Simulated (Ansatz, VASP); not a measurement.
**Sn6Ge in VASP and in Ansatz**

```
Sn Ge
1.0
     6.10563    3.52509    3.76502
    -6.10563    3.52509    3.76502
     0.00000   -7.05018    3.76502
Sn Ge
12 2
Direct
  0.84721 0.98430 0.57404
  0.15279 0.01570 0.42596
  0.73473 0.30947 0.59822
  0.26527 0.69053 0.40178
  0.42596 0.15279 0.01570
  0.57404 0.84721 0.98430
  0.40178 0.26527 0.69053
  0.59822 0.73473 0.30947
  0.98430 0.57404 0.84721
  0.01570 0.42596 0.15279
  0.30947 0.59822 0.73473
  0.69053 0.40178 0.26527
  0.88766 0.88766 0.88766
  0.11234 0.11234 0.11234
```

Alike in both runs: task single point; functional PBE; k mesh 3 × 3 × 3; occupations gaussian, width 0.2 eV; no spin polarisation.

```csv
,VASP,Ansatz
version,VASP 6.6.1,Ansatz 0.2.0
potentials or method,"VASP PAW PBE potentials, release 64 (Sn_d, Ge_d), cutoff 500 eV","scalar-relativistic, plane waves, PAW"
valence electrons in the cell,196,196
```

VASP gave:

```
gap on the k mesh at the Fermi level (eV) : none
pressure (GPa)                            : 0.0
rms of the force components (eV/Å)        : 0.010
```

Q: Which values does Ansatz return?

A: gap on the k mesh at the Fermi level (eV): none; pressure (GPa): 0.1; rms of the force components (eV/Å): 0.010.

Atom by atom the forces differ by 0.001 eV/Å (rms over components). A gap of «none» marks a metal or a gap that the smearing closes.
